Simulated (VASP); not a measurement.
# ZrZn4N (P6/mmm) in VASP: further runs

ZrZn4N is run at these levels: PBE; tasks: single point, relaxation of cell and atoms.

Everything below comes from runs of VASP 6.6.1. Logs are shortened: lines on timing, memory, paths and dates and some standing lists are left out, and cuts for length are marked.

## (1) The cell of the first run

Symmetry: P6/mmm, No. 191, hexagonal system. Conventional cell: a = 3.608 Å, b = 3.608 Å, c = 8.958 Å, α = 90.00°, β = 90.00°, γ = 120.00°. Zr (site symmetry 6/mmm) has 8 Zn at 2.08 to 2.59 Å within 2.8 Å. Zn (site symmetry 6mm) has 1 N at 1.89 Å and 1 Zr at 2.59 Å within 2.6 Å. Within 2.8 Å of Zn (site symmetry -6m2) lie 3 Zn at 2.08 Å and 3 Zr at 2.08 Å. Within 2.5 Å of N (site symmetry 6/mmm) lie 2 Zn at 1.89 Å.

The cell was generated, and may not be a known phase.

## (2) Single point, PBE

The input, INCAR:

```
PREC = Accurate ; ENCUT = 520
EDIFF = 1E-6 ; ISMEAR = 0
SIGMA = 0.1 ; LREAL = False
LASPH = True ; NELM = 100
ALGO = Normal ; ISIF = 2
LWAVE = False ; LCHARG = True
GGA = PE ; LELF = True
LVHAR = True ; NBANDS = 42
```

The input, KPOINTS:

```
Automatic mesh
0
Gamma
  6 6 2
```

The input, POSCAR:

```
ZrZn4N
1.0
    3.6082595000      0.0000000000      0.0000000000
   -1.8041297500      3.1248443900      0.0000000000
    0.0000000000      0.0000000000      8.9584910800
Zr Zn N
1 4 1
Direct
    0.0000000000      0.0000000000      0.0000000000
    0.0000000000      0.0000000000      0.7107724100
    0.0000000000      0.0000000000      0.2892275900
    0.3333333300      0.6666666700      0.0000000000
    0.6666666700      0.3333333300      0.0000000000
    0.0000000000      0.0000000000      0.5000000000
```

Potentials or basis: VASP PAW PBE potentials, release 64 (Zr_sv, Zn, N).

Run with:

```bash
$ cat potpaw_PBE.64/Zr_sv/POTCAR potpaw_PBE.64/Zn/POTCAR potpaw_PBE.64/N/POTCAR > POTCAR
$ mpirun -np 1 vasp_std > vasp.out
```

OUTCAR:

```text
PREC = Accurate
   ENCUT = 520
   EDIFF = 1E-6
   ISMEAR = 0
   LREAL = False
   LASPH = True
   NELM = 100
   ISIF = 2
   GGA = PE

 ion  position               nearest neighbor table
   1  0.000  0.000  0.000-   4 2.08   5 2.08   4 2.08   5 2.08   5 2.08   4 2.08   2 2.59   3 2.59

   2  0.000  0.000  0.711-   6 1.89   1 2.59
   3  0.000  0.000  0.289-   6 1.89   1 2.59
   4  0.333  0.667  0.000-   5 2.08   1 2.08   5 2.08   1 2.08   1 2.08   5 2.08
   5  0.667  0.333  0.000-   4 2.08   1 2.08   4 2.08   1 2.08   1 2.08   4 2.08
   6  0.000  0.000  0.500-   2 1.89   3 1.89

  LATTYP: Found a hexagonal cell.
 ALAT       =     3.6082595000
 C/A-ratio  =     2.4827735034

  Lattice vectors:

 A1 = (   3.6082595000,   0.0000000000,   0.0000000000)
 A2 = (  -1.8041297500,   3.1248443900,   0.0000000000)
 A3 = (   0.0000000000,   0.0000000000,   8.9584910800)

Analysis of symmetry for initial positions (statically):
=====================================================================
 Subroutine PRICEL returns:
 Original cell was already a primitive cell.

 Routine SETGRP: Setting up the symmetry group for a
 hexagonal supercell.

 Subroutine GETGRP returns: Found 24 space group operations
 (whereof 24 operations were pure point group operations)
 out of a pool of 24 trial point group operations.

The static configuration has the point symmetry D_6h.

Analysis of symmetry for dynamics (positions and initial velocities):
=====================================================================
 Subroutine PRICEL returns:
 Original cell was already a primitive cell.

 Routine SETGRP: Setting up the symmetry group for a
 hexagonal supercell.

 Subroutine GETGRP returns: Found 24 space group operations
 (whereof 24 operations were pure point group operations)
 out of a pool of 24 trial point group operations.

The dynamic configuration has the point symmetry D_6h.

 Subroutine INISYM returns: Found 24 space group operations
 (whereof 24 operations are pure point group operations),
 and found     1 'primitive' translations

----------------------------------------------------------------------------------------

                                     Primitive cell

  volume of cell :     101.0092

  direct lattice vectors                    reciprocal lattice vectors
     3.608259500  0.000000000  0.000000000     0.277141930  0.160007968  0.000000000
    -1.804129750  3.124844390  0.000000000     0.000000000  0.320015935  0.000000000
     0.000000000  0.000000000  8.958491080     0.000000000  0.000000000  0.111625941

  length of vectors
     3.608259500  3.608259500  8.958491080     0.320015935  0.320015935  0.111625941

  position of ions in fractional coordinates (direct lattice)
     0.000000000  0.000000000  0.000000000
     0.000000000  0.000000000  0.710772410
     0.000000000  0.000000000  0.289227590
     0.333333330  0.666666670  0.000000000
     0.666666670  0.333333330  0.000000000
     0.000000000  0.000000000  0.500000000

  ion indices of the primitive-cell ions
   primitive index   ion index
                 1           1
                 2           2
                 3           3
                 4           4
                 5           5
                 6           6

----------------------------------------------------------------------------------------

 KPOINTS: Automatic mesh

Automatic generation of k-mesh.
 Grid dimensions read from file:
 generate k-points for:    6    6    2

 Generating k-lattice:

  Cartesian coordinates                     Fractional coordinates (reciprocal lattice)
     0.046190322  0.026667995  0.000000000     0.166666667  0.000000000  0.000000000
     0.000000000  0.053335989  0.000000000     0.000000000  0.166666667  0.000000000
     0.000000000  0.000000000  0.055812971     0.000000000  0.000000000  0.500000000

  Length of vectors
     0.053335989  0.053335989  0.055812971

  Shift w.r.t. Gamma in fractional coordinates (k-lattice)
     0.000000000  0.000000000  0.000000000

 Subroutine IBZKPT returns following result:
[... 42 lines left out ...]
   LRPA    =     F    only Hartree local field effects (RPA)
 non-spin polarized calculation
 Gauss-broadening in eV      SIGMA  =   0.10
  energy-cutoff  :      520.00
  volume of cell :      101.01
 maximum number of plane-waves:      2758
 NGX is ok and might be reduce to    28
   NGX = 13   NGY = 13   NGZ = 33

 number of electron      65.0000018 magnetization

 Free energy of the ion-electron system (eV)
  ---------------------------------------------------
  ext. energy  EPLUGINS =         0.00000000
  ---------------------------------------------------
  free energy    TOTEN  =        -1.53020832 eV

  energy without entropy =       -1.49328547  energy(sigma->0) =       -1.51174689

 E-fermi :   2.8518     XC(G=0): -10.2621

 val. band max:        2.8464395581   @ k =   0.5000   0.0000   0.0000
 cond. band min:       2.8704544237   @ k =   0.1667   0.1667   0.0000
 fundamental gap:      0.0240148656
 Fermi energy:         2.8518341211

 k-point     1 :       0.0000    0.0000    0.0000
  band No.  band energies     occupation
      1     -45.5573      2.00000
      2     -24.7589      2.00000
      3     -24.7589      2.00000
      4     -23.4087      2.00000
      5     -10.1431      2.00000
      6      -8.5560      2.00000
[... 34 lines left out ...]
     41      11.7502      0.00000
     42      12.6025      0.00000

 k-point     2 :       0.1667    0.0000    0.0000
  band No.  band energies     occupation
      1     -45.5419      2.00000
      2     -24.8503      2.00000
      3     -24.7348      2.00000
      4     -23.4044      2.00000
      5     -10.0753      2.00000
      6      -8.2077      2.00000
[... 34 lines left out ...]
     41      11.0022      0.00000
     42      11.0265      0.00000

 k-point     3 :       0.3333    0.0000    0.0000
  band No.  band energies     occupation
      1     -45.5112      2.00000
      2     -25.0120      2.00000
      3     -24.6862      2.00000
      4     -23.3960      2.00000
      5      -9.9353      2.00000
      6      -9.0773      2.00000
[... 447 lines left out ...]
      4     -23.3921      2.00000
      5      -9.8576      2.00000
      6      -9.3226      2.00000
[... 34 lines left out ...]
     41       9.2457      0.00000
     42       9.7187      0.00000

 k-point    14 :       0.3333    0.3333    0.5000
  band No.  band energies     occupation
      1     -45.4889      2.00000
      2     -24.8802      2.00000
      3     -24.8802      2.00000
      4     -23.3902      2.00000
      5      -9.8218      2.00000
      6      -9.0465      2.00000
[... 34 lines left out ...]
     41       7.6839      0.00000
     42      10.7572      0.00000

------------------------ aborting loop because EDIFF is reached ----------------------------------------

  FORCE on cell =-STRESS in cart. coord.  units (eV):
  Direction    XX          YY          ZZ          XY          YZ          ZX
  --------------------------------------------------------------------------------------
  -------------------------------------------------------------------------------------
  Total       69.3655325     69.3655325      1.0568357      0.0000000     -0.0000000      0.0000000
  in kB     1100.2548263   1100.2548260     16.7632043      0.0000000     -0.0000000      0.0000000
  external PRESSURE =     739.0909522 kB  Pullay stress =       0.0000000 kB

 VOLUME and BASIS-vectors are now :
 -----------------------------------------------------------------------------
  energy-cutoff  :      520.00
  volume of cell :      101.01
      direct lattice vectors                 reciprocal lattice vectors
     3.608259500  0.000000000  0.000000000     0.277141930  0.160007968  0.000000000
    -1.804129750  3.124844390  0.000000000     0.000000000  0.320015935  0.000000000
     0.000000000  0.000000000  8.958491080     0.000000000  0.000000000  0.111625941

 POSITION                                       TOTAL-FORCE (eV/Angst)
 -----------------------------------------------------------------------------------
      0.00000      0.00000      0.00000        -0.000000     -0.000000      0.000000
      0.00000      0.00000      6.36745        -0.000000     -0.000000     -1.797146
      0.00000      0.00000      2.59104        -0.000000      0.000000      1.797146
     -0.00000      2.08323      0.00000        -0.000000      0.000000      0.000000
      1.80413      1.04161      0.00000         0.000000     -0.000000      0.000000
      0.00000      0.00000      4.47925        -0.000000     -0.000000      0.000000
 -----------------------------------------------------------------------------------
    total drift:                               -0.000000      0.000000     -0.000000

  FREE ENERGIE OF THE ION-ELECTRON SYSTEM (eV)
  ---------------------------------------------------
  free  energy   TOTEN  =        -1.5302083167 eV

  energy  without entropy=       -1.4932854713  energy(sigma->0) =       -1.51174689
```

Run time: 87 s. Hardware: 1 thread of Intel Xeon Platinum 8375C at 2.90GHz (Ice Lake), shared host; peak memory 0.24 GiB.

What came out:

```
Free energy            : -1.5302 eV
Pressure               : 73.9 GPa
Largest force          : 1.797 eV/Å
Band gap on the k mesh : zero (an odd number of electrons rules out a gap without spin polarisation)
```

Forces in eV/Å, atoms in the order of the input:
```
Zr   0.000  0.000  0.000
Zn   0.000  0.000 -1.797
Zn   0.000  0.000  1.797
Zn   0.000  0.000  0.000
Zn   0.000  0.000  0.000
N    0.000  0.000  0.000
```

Stress tensor (GPa, compression positive):
```
110.03   0.00   0.00
  0.00 110.03   0.00
  0.00   0.00   1.68
```

Levels at points of the mesh, in eV from the Fermi level:
| k point | band 28 | band 29 | band 30 | band 31 | band 32 | band 33 | band 34 | band 35 | band 36 | band 37 |
| --- | --- | --- | --- | --- | --- | --- | --- | --- | --- | --- |
| (0.00, 0.00, 0.00) | -3.71 | -3.71 | -3.07 | -2.23 | 0.34 | 0.34 | 1.86 | 1.86 | 3.14 | 3.60 |
| (0.50, 0.00, 0.00) | -3.12 | -3.05 | -1.94 | -1.39 | -0.01 | 0.41 | 1.64 | 2.23 | 2.86 | 2.99 |
| (0.00, 0.00, 0.50) | -4.34 | -3.71 | -3.71 | -1.46 | 0.31 | 0.31 | 1.83 | 1.92 | 1.92 | 5.09 |
| (0.50, 0.00, 0.50) | -3.26 | -3.12 | -1.15 | -1.14 | -0.70 | -0.04 | 1.75 | 2.21 | 2.23 | 3.02 |

Caveat: the stress differs along the axes, from 2 to 110 GPa; forces of over 1 eV/Å act on the atoms, so gaps and moduli don't describe the material at rest.

## (3) Single point, PBE

This run uses another cell than the first one, of 29.36 Å³/atom.

The input, INCAR:

```
SYSTEM = ZrZn4N
ALGO = Normal
EDIFF = 1E-7
ENCUT = 520
GGA = PE
ISIF = 2
ISMEAR = 0
LASPH = .True.
LCHARG = .True.
LELF = .True.
LREAL = .False.
LVHAR = .True.
LWAVE = .False.
NBANDS = 42
NELM = 80
PREC = Accurate
SIGMA = 0.1
```

The input, KPOINTS:

```
k-points
0
Gamma
  6 6 2
  0 0 0
```

The input, POSCAR:

```
ZrZn4N
1.0
    4.7473526071      0.0000000000      0.0000000000
   -2.3736763035      4.1113279584      0.0000000000
    0.0000000000      0.0000000000      9.0251159043
Zr Zn N
1 4 1
Direct
    0.0000000000      0.0000000000      0.0000000000
    0.0000000000      0.0000000000      0.6994964264
    0.0000000000      0.0000000000      0.3005035736
    0.3333333333      0.6666666667      0.0000000000
    0.6666666667      0.3333333333      0.0000000000
    0.0000000000      0.0000000000      0.5000000000
```

Potentials or basis: VASP PAW PBE potentials, release 64 (Zr_sv, Zn, N).

Run with:

```bash
$ cat potpaw_PBE.64/Zr_sv/POTCAR potpaw_PBE.64/Zn/POTCAR potpaw_PBE.64/N/POTCAR > POTCAR
$ mpirun -np 1 vasp_std > vasp.out
```

Wall time 2.4 min (1 thread of Intel Xeon Platinum 8375C at 2.90GHz (Ice Lake), shared host); peak memory 0.33 GiB.

The run converged. Its results:

```
Free energy            : -16.0349 eV
Pressure               : 0.2 GPa
Largest force          : 0.119 eV/Å
Band gap on the k mesh : zero (an odd number of electrons rules out a gap without spin polarisation)
```

Forces on the atoms (eV/Å):
```
Zr   0.000  0.000  0.000
Zn   0.000  0.000  0.119
Zn   0.000  0.000 -0.119
Zn   0.000  0.000  0.000
Zn   0.000  0.000  0.000
N    0.000  0.000  0.000
```

Stress tensor (GPa, compression positive):
```
0.16 0.00 0.00
0.00 0.16 0.00
0.00 0.00 0.41
```

Levels at points of the mesh, in eV from the Fermi level:
| k point | band 30 | band 31 | band 32 | band 33 | band 34 | band 35 |
| --- | --- | --- | --- | --- | --- | --- |
| (0.00, 0.00, 0.00) | -1.10 | -0.53 | 0.06 | 0.06 | 1.53 | 1.53 |
| (0.50, 0.00, 0.00) | -0.38 | -0.38 | -0.10 | 0.83 | 0.99 | 1.00 |
| (0.00, 0.00, 0.50) | -1.10 | -0.60 | -0.01 | -0.01 | 1.68 | 1.68 |
| (0.50, 0.00, 0.50) | -0.62 | -0.38 | -0.12 | 0.33 | 0.88 | 0.99 |

## (4) Relaxation of cell and atoms, PBE

The input, INCAR:

```
ALGO = Normal
EDIFF = 1E-6
EDIFFG = -0.04
ENCUT = 600
GGA = PE
IBRION = 2
ISIF = 3
ISMEAR = 0
LASPH = T
LCHARG = F
LREAL = F
LWAVE = F
NELM = 80
NSW = 90
PREC = Accurate
SIGMA = 0.1
```

The input, KPOINTS:

```
k-points
0
Gamma
  6 6 2
```

The input, POSCAR:

```
ZrZn4N
1.0
    3.6082595000      0.0000000000      0.0000000000
   -1.8041297500      3.1248443900      0.0000000000
    0.0000000000      0.0000000000      8.9584910800
Zr Zn N
1 4 1
Direct
    0.0000000000      0.0000000000      0.0000000000
    0.0000000000      0.0000000000      0.7107724100
    0.0000000000      0.0000000000      0.2892275900
    0.3333333300      0.6666666700      0.0000000000
    0.6666666700      0.3333333300      0.0000000000
    0.0000000000      0.0000000000      0.5000000000
```

Run with:

```bash
$ cat potpaw_PBE.64/Zr_sv/POTCAR potpaw_PBE.64/Zn/POTCAR potpaw_PBE.64/N/POTCAR > POTCAR
$ mpirun -np 1 vasp_std > vasp.out
```

Run time: 9.6 min. Hardware: 1 thread of Intel Xeon Platinum 8375C at 2.90GHz (Ice Lake), shared host; peak memory 0.28 GiB.

Results (log left out):

* Free energy: -15.8799 eV
* Relaxed volume: 28.83 Å³/atom
* Relaxed cell: a = 4.704 Å, b = 4.704 Å, c = 9.028 Å, α = 90.00°, β = 90.00°, γ = 120.00°
* Space group after relaxing (to 0.1 Å): P6/mmm (No. 191)
* Energy gained by relaxing: 2391.3 meV/atom
* Ionic steps: 9
* Pressure after relaxing: 0.0 GPa
* Largest force after relaxing: 0.019 eV/Å
* Band gap on the k mesh: zero (an odd number of electrons rules out a gap without spin polarisation)

Forces in eV/Å, atoms in the order of the input:
```
Zr   0.000  0.000  0.000
Zn   0.000  0.000 -0.019
Zn   0.000  0.000  0.019
Zn   0.000  0.000  0.000
Zn   0.000  0.000  0.000
N    0.000  0.000  0.000
```

Step by step:
| step | energy change (eV) | largest force (eV/Å) | pressure (GPa) | volume (Å³) |
| --- | --- | --- | --- | --- |
| 1 | 0.0000 | 1.8008 | 73.84 | 101.01 |
| 2 | -11.7197 | 0.3989 | -6.34 | 246.97 |
| 3 | -14.2871 | 0.9650 | 0.58 | 169.02 |
| 4 | -14.2982 | 0.9036 | -0.78 | 175.54 |
| 5 | -14.3037 | 0.9288 | -0.32 | 173.09 |
| 6 | -14.3011 | 0.9436 | 0.04 | 171.45 |
| 7 | -14.3407 | 0.0361 | 0.67 | 170.51 |
| 8 | -14.3407 | 0.0714 | 0.64 | 170.55 |
| 9 | -14.3477 | 0.0190 | 0.02 | 172.98 |

Final structure:
```yaml
crystal:
  lattice:
    - [4.70377, 0.00000, 0.00000]
    - [-2.35188, 4.07358, 0.00000]
    - [0.00000, 0.00000, 9.02752]
  atoms:
    - { symbol: Zr, position: [0.00000, 0.00000, 0.00000] }
    - { symbol: Zn, position: [0.00000, 0.00000, 0.70023] }
    - { symbol: Zn, position: [0.00000, 0.00000, 0.29977] }
    - { symbol: Zn, position: [0.33333, 0.66667, 0.00000] }
    - { symbol: Zn, position: [0.66667, 0.33333, 0.00000] }
    - { symbol: N, position: [0.00000, 0.00000, 0.50000] }
```

Levels at points of the mesh, in eV from the Fermi level:
| k point | band 28 | band 29 | band 30 | band 31 | band 32 | band 33 | band 34 | band 35 | band 36 | band 37 |
| --- | --- | --- | --- | --- | --- | --- | --- | --- | --- | --- |
| (0.00, 0.00, 0.00) | -1.61 | -1.15 | -1.15 | -0.59 | 0.07 | 0.07 | 1.55 | 1.55 | 2.59 | 3.78 |
| (0.50, 0.00, 0.00) | -2.85 | -1.43 | -0.44 | -0.40 | -0.09 | 0.81 | 1.02 | 1.04 | 1.37 | 1.38 |
| (0.00, 0.00, 0.50) | -1.87 | -1.15 | -1.15 | -0.62 | 0.00 | 0.00 | 1.70 | 1.70 | 2.59 | 3.43 |
| (0.50, 0.00, 0.50) | -2.75 | -0.98 | -0.64 | -0.40 | -0.12 | 0.29 | 0.91 | 1.04 | 1.37 | 1.57 |

Caveat: the volume moved by over 15 % at a fixed basis, so the end points are rough.

## (5) Single point, PBE

This run uses another cell than the first one, of 29.22 Å³/atom.

The input, INCAR:

```
PREC = Accurate
ENCUT = 520
EDIFF = 1E-7
ISMEAR = 0
SIGMA = 0.1
LREAL = F
LASPH = T
NELM = 80
ALGO = Normal
ISIF = 2
LWAVE = F
LCHARG = F
GGA = PE
NBANDS = 42
```

The input, KPOINTS:

```
regular mesh
0
Gamma
  12 12 4
```

The input, POSCAR:

```
ZrZn4N
1.0
    4.7469447596      0.0000000000      0.0000000000
   -2.3734723798      4.1109747522      0.0000000000
    0.0000000000      0.0000000000      8.9835270098
Zr Zn N
1 4 1
Direct
    0.0000000000      0.0000000000      0.0000000000
    0.0000000000      0.0000000000      0.6989265081
    0.0000000000      0.0000000000      0.3010734919
    0.3333333333      0.6666666667      0.0000000000
    0.6666666667      0.3333333333      0.0000000000
    0.0000000000      0.0000000000      0.5000000000
```

Run with:

```bash
$ cat potpaw_PBE.64/Zr_sv/POTCAR potpaw_PBE.64/Zn/POTCAR potpaw_PBE.64/N/POTCAR > POTCAR
$ mpirun -np 1 vasp_std > vasp.out
```

Run time: 12 min. Hardware: 1 thread of Intel Xeon Platinum 8375C at 2.90GHz (Ice Lake), shared host; peak memory 0.52 GiB.

The run converged. Its results:

* Free energy: -15.9873 eV
* Pressure: 0.2 GPa
* Largest force: 0.115 eV/Å
* Band gap on the k mesh: zero (an odd number of electrons rules out a gap without spin polarisation)

Forces on the atoms (eV/Å):
```
Zr   0.000  0.000  0.000
Zn   0.000  0.000  0.115
Zn   0.000  0.000 -0.115
Zn   0.000  0.000  0.000
Zn   0.000  0.000  0.000
N    0.000  0.000  0.000
```

Stress tensor (GPa, compression positive):
```
0.08 0.00 0.00
0.00 0.08 0.00
0.00 0.00 0.53
```

Levels at points of the mesh, in eV from the Fermi level:
| k point | band 30 | band 31 | band 32 | band 33 | band 34 | band 35 | band 36 | band 37 |
| --- | --- | --- | --- | --- | --- | --- | --- | --- |
| (0.00, 0.00, 0.00) | -1.24 | -0.65 | 0.03 | 0.03 | 1.36 | 1.36 | 2.32 | 3.72 |
| (0.50, 0.00, 0.00) | -0.55 | -0.41 | -0.14 | 0.69 | 0.85 | 0.87 | 1.20 | 1.20 |
| (0.00, 0.00, 0.50) | -1.24 | -0.76 | -0.04 | -0.04 | 1.53 | 1.53 | 2.32 | 3.37 |
| (0.50, 0.00, 0.50) | -0.79 | -0.55 | -0.16 | 0.26 | 0.73 | 0.85 | 1.20 | 1.41 |

## (6) Summary

```csv
task,cell,k mesh,cutoff (eV),gap on the mesh (eV),pressure (GPa),largest force (eV/Å)
single point,"a = 3.608, b = 3.608, c = 8.958 Å, angles 90.0, 90.0, 120.0°, 6 atoms, atomic positions A",6 × 6 × 2,520,none,73.9,1.80
single point,"a = 4.747, b = 4.747, c = 9.025 Å, angles 90.0, 90.0, 120.0°, 6 atoms, atomic positions B",6 × 6 × 2,520,none,0.2,0.12
relaxation of cell and atoms,"relaxed from a = 3.608, b = 3.608, c = 8.958 Å, angles 90.0, 90.0, 120.0°, 6 atoms, atomic positions A",6 × 6 × 2,600,none,0.0,0.02
single point,"a = 4.747, b = 4.747, c = 8.984 Å, angles 90.0, 90.0, 120.0°, 6 atoms, atomic positions C",12 × 12 × 4,520,none,0.2,0.12
```

Alike in all rows: level PBE; potentials or basis VASP PAW PBE potentials, release 64 (Zr_sv, Zn, N); no spin polarisation; smearing gaussian 0.1 eV.

Caveats: the stress differs along the axes, from 2 to 110 GPa (at least some runs); forces of over 1 eV/Å act on the atoms, so gaps and moduli don't describe the material at rest (at least some runs); the volume moved by over 15 % at a fixed basis, so the end points are rough (at least some runs).

Absolute energies hang on the potentials; compare differences alone.

The gap in the log of VASP goes by the Fermi energy; the results here count the filled bands.